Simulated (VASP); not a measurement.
A run of VASP 6.6.1 is set up as follows.

File INCAR:

```
SYSTEM = Al
ALGO = Normal
EDIFF = 1E-6
ENCUT = 400
GGA = PE
GGA_COMPAT = .FALSE.
ISIF = 2
ISMEAR = -1
LASPH = .TRUE.
LCHARG = .FALSE.
LREAL = .FALSE.
LWAVE = .FALSE.
NBANDS = 20
NELM = 120
PREC = Accurate
SIGMA = 0.1
```

File KPOINTS:

```
k-points
0
G
  2 2 2
  0 0 0
```

File POSCAR:

```
Al
1.0
    0.0000000000      4.0496100000      4.0496100000
    4.0496100000      0.0000000000      4.0496100000
    4.0496100000      4.0496100000      0.0000000000
Al
7
Direct
    0.0075830759      0.0080774445      0.4921697398
   -0.0042979447      0.5157963359      0.0034109457
   -0.0042979447      0.5157963359      0.4850906631
    0.5096500651     -0.0049523287      0.0058736520
    0.5096500651     -0.0049523287      0.4894286116
    0.5101094920      0.5055727589     -0.0078411254
    0.4716033149      0.4646614118      0.5318676366
```

Potentials or basis: VASP PAW PBE potentials, release 64 (Al).

The run is started by

```sh
$ cat potpaw_PBE.64/Al/POTCAR > POTCAR
$ mpirun -np 1 vasp_std > vasp.out
```

Predict the pressure.

-0.1 GPa.

Estimate the largest force.

0.006 eV/Å.

Forces in eV/Å, atoms in the order of the input:
```
Al   0.001 -0.001  0.002
Al   0.004  0.001 -0.004
Al  -0.001 -0.004 -0.004
Al  -0.001  0.006  0.002
Al  -0.006  0.001  0.002
Al   0.000  0.000  0.003
Al   0.004 -0.004  0.000
```

Caveat: the k points lie up to 0.67 Å⁻¹ apart.
